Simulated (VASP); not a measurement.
# Cr (Fmmm) in VASP: notebook

Cr is run at these levels: PBE; tasks: single point.

Everything below comes from runs of VASP 6.6.1. Logs are shortened: lines on timing, memory, paths and dates and some standing lists are left out, and cuts for length are marked.

**1. The cell of the first run**

It takes space group Fmmm (No. 69, orthorhombic). Conventional cell: a = 2.884 Å, b = 3.997 Å, c = 4.160 Å, α = 90.00°, β = 90.00°, γ = 90.00°. Within 3.3 Å of Cr (site symmetry mmm) lie 14 Cr at 2.46 to 2.88 Å.

**2. Single point, PBE (strain -0.0400 x Voigt [0, 0, 0, 1, 0, 0])**

The input, INCAR:

```
SYSTEM = Cr
PREC = Accurate
ENCUT = 520
EDIFF = 1E-6
ISMEAR = 0
SIGMA = 0.15
LREAL = .False.
LASPH = .True.
NELM = 100
ALGO = Fast
ISIF = 2
LWAVE = .False.
LCHARG = .False.
GGA = PE
NBANDS = 12
```

The input, KPOINTS:

```
Automatic mesh
0
Gamma
  24 24 24
  0 0 0
```

The input, POSCAR:

```
Cr
1.0
   -1.4419500000      1.4131110000      1.4131110000
    1.4419500000     -1.4707890000      1.4707890000
    1.4419500000      1.4707890000     -1.4707890000
Cr
1
Direct
    0.0000000000      0.0000000000      0.0000000000
```

Potentials or basis: VASP PAW PBE potentials, release 64 (Cr_pv).

Command:

```sh
> cat potpaw_PBE.64/Cr_pv/POTCAR > POTCAR
> mpirun -np 1 vasp_std > vasp.out
```

OUTCAR:

```text
SYSTEM = Cr
   PREC = Accurate
   ENCUT = 520
   EDIFF = 1E-6
   ISMEAR = 0
   LREAL = .False.
   LASPH = .True.
   NELM = 100
   ISIF = 2
   GGA = PE

 ion  position               nearest neighbor table
   1  0.000  0.000  0.000-

  LATTYP: Found a face centered orthorhombic cell.
 ALAT       =     2.8839000000
 B/A-ratio  =     1.3859292911
 C/A-ratio  =     1.4424978336

  Lattice vectors:

 A1 = (   0.0000000000,  -0.0576780000,   2.8839000000)
 A2 = (   1.4419500000,  -1.4707890000,   1.4707890000)
 A3 = (   1.4419500000,   1.4131110000,   1.4131110000)

Analysis of symmetry for initial positions (statically):
=====================================================================
 Subroutine PRICEL returns:
 Original cell was already a primitive cell.

 Routine SETGRP: Setting up the symmetry group for a
 face centered orthorhombic supercell.

 Subroutine GETGRP returns: Found  8 space group operations
 (whereof  8 operations were pure point group operations)
 out of a pool of  8 trial point group operations.

The static configuration has the point symmetry D_2h.

Analysis of symmetry for dynamics (positions and initial velocities):
=====================================================================
 Subroutine PRICEL returns:
 Original cell was already a primitive cell.

 Routine SETGRP: Setting up the symmetry group for a
 face centered orthorhombic supercell.

 Subroutine GETGRP returns: Found  8 space group operations
 (whereof  8 operations were pure point group operations)
 out of a pool of  8 trial point group operations.

The dynamic configuration has the point symmetry D_2h.

 Subroutine INISYM returns: Found  8 space group operations
 (whereof  8 operations are pure point group operations),
 and found     1 'primitive' translations

----------------------------------------------------------------------------------------

                                     Primitive cell

  volume of cell :      11.9877

  direct lattice vectors                    reciprocal lattice vectors
    -1.441950000  1.413111000  1.413111000     0.000000000  0.353829246  0.353829246
     1.441950000 -1.470789000  1.470789000     0.346752661  0.006937828  0.346891418
     1.441950000  1.470789000 -1.470789000     0.346752661  0.346891418  0.006937828

  length of vectors
     2.464342752  2.530940609  2.530940609     0.500390119  0.490529507  0.490529507

  position of ions in fractional coordinates (direct lattice)
     0.000000000  0.000000000  0.000000000

  ion indices of the primitive-cell ions
   primitive index   ion index
                 1           1

----------------------------------------------------------------------------------------

 KPOINTS: Automatic mesh

Automatic generation of k-mesh.
 Grid dimensions read from file:
 generate k-points for:   24   24   24

 Generating k-lattice:

  Cartesian coordinates                     Fractional coordinates (reciprocal lattice)
     0.000000000  0.014742885  0.014742885     0.041666667  0.000000000  0.000000000
     0.014448028  0.000289076  0.014453809    -0.000000000  0.041666667  0.000000000
     0.014448028  0.014453809  0.000289076    -0.000000000  0.000000000  0.041666667

  Length of vectors
     0.020849588  0.020438729  0.020438729

  Shift w.r.t. Gamma in fractional coordinates (k-lattice)
     0.000000000  0.000000000  0.000000000

 Subroutine IBZKPT returns following result:
 ===========================================

 Found   1963 irreducible k-points:

 Following reciprocal coordinates:
            Coordinates               Weight
  0.000000  0.000000  0.000000      1.000000
  0.041667  0.000000  0.000000      2.000000
  0.083333  0.000000  0.000000      2.000000
  0.125000  0.000000  0.000000      2.000000
  0.166667  0.000000  0.000000      2.000000
  0.208333  0.000000  0.000000      2.000000
[... 16 lines left out ...]
  0.375000  0.041667 -0.000000      8.000000
  0.416667  0.041667 -0.000000      8.000000
 [... further k-points ...]
   k-points           NKPTS =   1963   k-points in BZ     NKDIM =   1963   number of bands    NBANDS=     12
   number of dos      NEDOS =    301   number of ions     NIONS =      1
   total plane-waves  NPLWV =   7200
   dimension x,y,z NGX =    18 NGY =   20 NGZ =   20
   dimension x,y,z NGXF=    36 NGYF=   40 NGZF=   40
   ions per type =               1
   NGX,Y,Z   is equivalent  to a cutoff of  12.14, 13.14, 13.14 a.u.
   NGXF,Y,Z  is equivalent  to a cutoff of  24.29, 26.27, 26.27 a.u.
 SYSTEM =  Cr
   PREC   = accura    normal or accurate (medium, high low for compatibility)
   ISTART =      0    job   : 0-new  1-cont  2-samecut
   ICHARG =      2    charge: 1-file 2-atom 10-const
   ISPIN  =      1    spin polarized calculation?
   LNONCOLLINEAR =      F non collinear calculations
   LSORBIT =      F    spin-orbit coupling
   LASPH  =      T    aspherical Exc in radial PAW
   ENCUT  =  520.0 eV  38.22 Ry    6.18 a.u.   4.58  4.71  4.71*2*pi/ulx,y,z
   NELM   =    100;   NELMIN=  2; NELMDL= -5     # of ELM steps
   EDIFF  = 0.1E-05   stopping-criterion for ELM
   LREAL  =      F    real-space projection
   EDIFFG = 0.1E-04   stopping-criterion for IOM
   NSW    =      0    number of steps for IOM
   IBRION =     -1    ionic relax: 0-MD 1-quasi-New 2-CG
   NFREE  =      0    steps in history (QN), initial steepest desc. (CG)
   ISIF   =      2    stress and relaxation
   ISYM   =      2    0-nonsym 1-usesym 2-fastsym
   POTIM  = 0.5000    time-step for ionic-motion
   TEBEG  =    0.0;   TEEND  =   0.0 temperature during run
   PSTRESS=    0.0 pullay stress
   NELECT =      12.0000    total number of electrons
   NUPDOWN=      -1.0000    fix difference up-down
   EMIN   =  10.00;   EMAX   =-10.00  energy-range for DOS
   EFERMI =   0.00;   METHOD = LEGACY
   ISMEAR =     0;   SIGMA  =   0.15  broadening in eV -4-tet -1-fermi 0-gaus
   EFERMI_NEDOS =   21; number of points for ismear=-14 and -15
   IALGO  =     68    algorithm
   IMIX   =      4    mixing-type and parameters
     AMIX     =   0.40;   BMIX     =  1.00
     AMIX_MAG =   1.60;   BMIX_MAG =  1.00
  volume/ion in A,a.u.               =      11.99        80.90
  Fermi-wavevector in a.u.,A,eV,Ry     =   1.637657  3.094723 36.489746  2.681921
  Thomas-Fermi vector in A             =   2.728760
   LORBIT       =      0    0 simple, 1 ext, 2 COOP (PROOUT), +10 PAW based schemes
   GGA     = PE    functional components
   LHFCALC =     F    Hartree Fock is set to
   AEXX    =    0.0000 exact exchange contribution
   IVDW    =     0    specifies the selected vdW correction
   LEPSILON=     F    determine dielectric tensor
   LRPA    =     F    only Hartree local field effects (RPA)
 non-spin polarized calculation
 RMM-DIIS sequential band-by-band and
 Gauss-broadening in eV      SIGMA  =   0.15
  energy-cutoff  :      520.00
  volume of cell :       11.99
 maximum number of plane-waves:       340
   NGX =  9   NGY =  9   NGZ =  9

 number of electron      11.9999996 magnetization

 Free energy of the ion-electron system (eV)
  ---------------------------------------------------
  ext. energy  EPLUGINS =         0.00000000
  ---------------------------------------------------
  free energy    TOTEN  =        -9.50148910 eV

  energy without entropy =       -9.49388646  energy(sigma->0) =       -9.49768778

 E-fermi :  10.4626     XC(G=0): -13.4590

 val. band max:       10.4604850605   @ k =   0.0000   0.1250   0.0833
 cond. band min:      10.4633171545   @ k =  -0.2917   0.2917   0.2917
 fundamental gap:      0.0028320941
 Fermi energy:        10.4625997044

 k-point     1 :       0.0000    0.0000    0.0000
  band No.  band energies     occupation
      1     -32.3631      2.00000
      2     -32.3227      2.00000
      3     -32.2886      2.00000
      4       2.7323      2.00000
      5       9.3615      2.00000
      6       9.5551      2.00000
      7       9.8028      2.00000
      8      11.5462      0.00000
      9      11.5720      0.00000
     10      17.5367      0.00000
     11      31.9312      0.00000
     12      32.4771      0.00000

 k-point     2 :       0.0417    0.0000    0.0000
  band No.  band energies     occupation
      1     -32.3630      2.00000
      2     -32.3280      2.00000
      3     -32.3043      2.00000
      4       2.8095      2.00000
      5       9.4149      2.00000
      6       9.5610      2.00000
      7       9.7716      2.00000
      8      11.5273      0.00000
      9      11.5446      0.00000
     10      17.5367      0.00000
     11      31.9346      0.00000
     12      32.5187      0.00000

 k-point     3 :       0.0833    0.0000    0.0000
  band No.  band energies     occupation
      1     -32.3626      2.00000
      2     -32.3502      2.00000
      3     -32.3435      2.00000
      4       3.0379      2.00000
      5       9.5731      2.00000
      6       9.5735      2.00000
      7       9.6810      2.00000
      8      11.4063      0.00000
      9      11.5407      0.00000
     10      17.5366      0.00000
     11      31.9062      0.00000
     12      32.2561      0.00000

 k-point     4 :       0.1250    0.0000    0.0000
  band No.  band energies     occupation
      1     -32.4226      2.00000
      2     -32.3680      2.00000
      3     -32.3621      2.00000
      4       3.4063      2.00000
      5       9.5397      2.00000
      6       9.5766      2.00000
      7       9.8305      2.00000
      8      11.2478      0.00000
      9      11.5370      0.00000
     10      17.5366      0.00000
     11      31.4018      0.00000
     12      31.7374      0.00000

 k-point     5 :       0.1667    0.0000    0.0000
  band No.  band energies     occupation
      1     -32.5163      2.00000
      2     -32.3999      2.00000
      3     -32.3614      2.00000
      4       3.8941      2.00000
      5       9.3602      2.00000
      6       9.5483      2.00000
      7      10.1772      1.99287
      8      11.1089      0.00000
      9      11.5368      0.00000
     10      17.5365      0.00000
     11      30.2890      0.00000
     12      31.3217      0.00000
[... 228 lines left out ...]
      1     -32.9067      2.00000
      2     -32.5343      2.00000
      3     -32.3634      2.00000
      4       5.8613      2.00000
      5       8.6464      2.00000
      6       9.5290      2.00000
      7      11.1690      0.00000
      8      11.6329      0.00000
      9      11.9266      0.00000
     10      17.5354      0.00000
     11      25.0937      0.00000
     12      28.5827      0.00000

 k-point    22 :       0.3333    0.0417    0.0000
  band No.  band energies     occupation
      1     -33.0013      2.00000
      2     -32.5696      2.00000
      3     -32.3627      2.00000
      4       6.1363      2.00000
      5       8.4780      2.00000
      6       9.9174      2.00000
      7      11.2941      0.00000
      8      11.6748      0.00000
      9      12.4302      0.00000
     10      17.5347      0.00000
     11      23.5607      0.00000
     12      27.9333      0.00000

 k-point    23 :       0.3750    0.0417   -0.0000
  band No.  band energies     occupation
      1     -33.0778      2.00000
      2     -32.5984      2.00000
      3     -32.3622      2.00000
      4       6.2393      2.00000
      5       8.3439      2.00000
      6      10.4651      0.98098
      7      11.4076      0.00000
      8      11.7433      0.00000
      9      12.8822      0.00000
     10      17.5336      0.00000
     11      22.1736      0.00000
     12      27.4151      0.00000

 k-point    24 :       0.4167    0.0417   -0.0000
  band No.  band energies     occupation
      1     -33.1316      2.00000
      2     -32.6186      2.00000
      3     -32.3618      2.00000
      4       6.2524      2.00000
      5       8.2509      2.00000
      6      10.9723      0.00000
      7      11.4642      0.00000
      8      11.8807      0.00000
      9      13.2395      0.00000
     10      17.5318      0.00000
     11      21.0654      0.00000
     12      27.0551      0.00000

 [... further k-points ...]
[... 5 lines left out ...]
  --------------------------------------------------------------------------------------
  -------------------------------------------------------------------------------------
  Total       -0.6737574     -0.6838815     -0.6838815      0.0000000      0.2644767      0.0000000
  in kB      -90.0486722    -91.4017675    -91.4017675      0.0000000     35.3477002      0.0000000
  external PRESSURE =     -90.9507357 kB  Pullay stress =       0.0000000 kB

 VOLUME and BASIS-vectors are now :
 -----------------------------------------------------------------------------
  energy-cutoff  :      520.00
  volume of cell :       11.99
      direct lattice vectors                 reciprocal lattice vectors
    -1.441950000  1.413111000  1.413111000     0.000000000  0.353829246  0.353829246
     1.441950000 -1.470789000  1.470789000     0.346752661  0.006937828  0.346891418
     1.441950000  1.470789000 -1.470789000     0.346752661  0.346891418  0.006937828

 POSITION                                       TOTAL-FORCE (eV/Angst)
 -----------------------------------------------------------------------------------
      0.00000      0.00000      0.00000         0.000000      0.000000     -0.000000
 -----------------------------------------------------------------------------------
    total drift:                               -0.000000     -0.000000      0.000000

  FREE ENERGIE OF THE ION-ELECTRON SYSTEM (eV)
  ---------------------------------------------------
  free  energy   TOTEN  =        -9.5014890971 eV

  energy  without entropy=       -9.4938864645  energy(sigma->0) =       -9.49768778
```

It took 2.2 min on 1 thread of AMD EPYC 9R45 (Zen 5), shared host; peak memory 0.33 GiB.

What came out:

```
Free energy            : -9.5015 eV
Pressure               : -9.1 GPa
Band gap on the k mesh : zero (bands 6 and 7 overlap by 2.90 eV)
```

Stress tensor (GPa, compression positive):
```
-9.00  0.00  0.00
 0.00 -9.14  3.53
 0.00  3.53 -9.14
```

Levels at points of the mesh, in eV from the Fermi level:
| k point | band 3 | band 4 | band 5 | band 6 | band 7 | band 8 | band 9 | band 10 |
| --- | --- | --- | --- | --- | --- | --- | --- | --- |
| (0.00, 0.00, 0.00) | -42.75 | -7.73 | -1.10 | -0.91 | -0.66 | 1.08 | 1.11 | 7.07 |
| (0.50, 0.00, 0.00) | -42.82 | -4.26 | -2.27 | 0.97 | 1.24 | 1.40 | 2.80 | 7.07 |
| (0.00, 0.50, 0.00) | -42.79 | -4.26 | -2.35 | 1.02 | 1.08 | 1.39 | 2.67 | 7.07 |
| (0.00, 0.50, 0.50) | -42.76 | -4.27 | -2.43 | 0.66 | 1.19 | 1.54 | 2.56 | 7.06 |
| (0.50, 0.50, 0.50) | -43.30 | -4.11 | -4.09 | 2.11 | 2.30 | 2.50 | 7.07 | 10.18 |

Caveat: the cell differs from its parent crystal (strain -0.0400 x Voigt [0, 0, 0, 1, 0, 0]); the cell stands under tension; the run has no spin polarisation, though such a crystal can be magnetic. Spin polarisation is off, so any magnetic state and its effect on volume and gap are missing.

**3. Single point, PBE (strain +0.0300 x Voigt [0, 0, 0, 1, 0, 0])**

The input, INCAR:

```
PREC = Accurate ; ENCUT = 520
EDIFF = 1E-6 ; ISMEAR = 0
SIGMA = 0.15 ; LREAL = False
LASPH = True ; NELM = 100
ALGO = Fast ; ISIF = 2
LWAVE = False ; LCHARG = False
GGA = PE ; NBANDS = 12
```

The input, KPOINTS:

```
regular mesh
0
Gamma
  24 24 24
```

The input, POSCAR:

```
Cr
1.0
   -1.4419500000      1.4635792500      1.4635792500
    1.4419500000     -1.4203207500      1.4203207500
    1.4419500000      1.4203207500     -1.4203207500
Cr
1
Direct
    0.0000000000      0.0000000000      0.0000000000
```

Potentials or basis: VASP PAW PBE potentials, release 64 (Cr_pv).

Command:

```sh
> cat potpaw_PBE.64/Cr_pv/POTCAR > POTCAR
> mpirun -np 1 vasp_std > vasp.out
```

It took 2 min on 1 thread of AMD EPYC 9R45 (Zen 5), shared host; peak memory 0.32 GiB.

It converged, with:

- Free energy: -9.5037 eV
- Pressure: -9.2 GPa
- Band gap on the k mesh: zero (bands 6 and 7 overlap by 3.00 eV)

Stress tensor (GPa, compression positive):
```
-9.16  0.00  0.00
 0.00 -9.23 -2.66
 0.00 -2.66 -9.23
```

Levels at points of the mesh, in eV from the Fermi level:
| k point | band 4 | band 5 | band 6 | band 7 | band 8 | band 9 |
| --- | --- | --- | --- | --- | --- | --- |
| (0.00, 0.00, 0.00) | -7.73 | -1.04 | -0.89 | -0.71 | 1.08 | 1.10 |
| (0.50, 0.00, 0.00) | -4.26 | -2.41 | 0.75 | 1.16 | 1.50 | 2.59 |
| (0.00, 0.50, 0.00) | -4.26 | -2.35 | 1.02 | 1.07 | 1.39 | 2.67 |
| (0.00, 0.50, 0.50) | -4.26 | -2.29 | 0.99 | 1.28 | 1.30 | 2.77 |
| (0.50, 0.50, 0.50) | -4.10 | -4.09 | 2.16 | 2.30 | 2.45 | 7.07 |

Caveat: the cell differs from its parent crystal (strain +0.0300 x Voigt [0, 0, 0, 1, 0, 0]); the cell stands under tension; the run has no spin polarisation, though such a crystal can be magnetic. Spin polarisation is off, so any magnetic state and its effect on volume and gap are missing.

[end of part 1 of 2]
